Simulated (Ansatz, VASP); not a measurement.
Two plane-wave programs on Al3Pd

```xyz
4
Lattice="-1.3967 2.4630 5.1445 1.3967 -2.4630 5.1445 1.3967 2.4630 -5.1445" Properties=species:S:1:pos:R:3 pbc="T T T"
Al    0.0000    0.0000    0.0000
Al    0.0000    0.0000    7.3340
Al    0.0000    0.0000    2.9550
Pd    0.0000    2.4630    0.0000
```

Alike in both runs: functional PBE; k mesh 14 × 14 × 14; occupations gaussian, width 0.1 eV; no spin polarisation.

Ansatz relaxed the structure, and its values are those at the end. VASP's run is a single point on that final structure, the one shown.

|  | VASP | Ansatz |
| --- | --- | --- |
| version | VASP 6.6.1 | Ansatz 0.2.0 |
| potentials or method | VASP PAW PBE potentials, release 64 (Al, Pd), cutoff 520 eV | scalar-relativistic, plane waves, PAW |
| valence electrons in the cell | 19 | 27 |

```csv
,VASP,Ansatz,Ansatz less VASP
gap on the k mesh at the Fermi level (eV),none,none,-
pressure (GPa),0.0,0.0,+0.01
```

A gap of «none» marks a metal or a gap that the smearing closes. The functional is the same, so the differences come from potentials, cutoffs and numerics. VASP's potentials hold 19 valence electrons a cell and Ansatz's 27, so a difference there can come from the potentials and not from the codes.
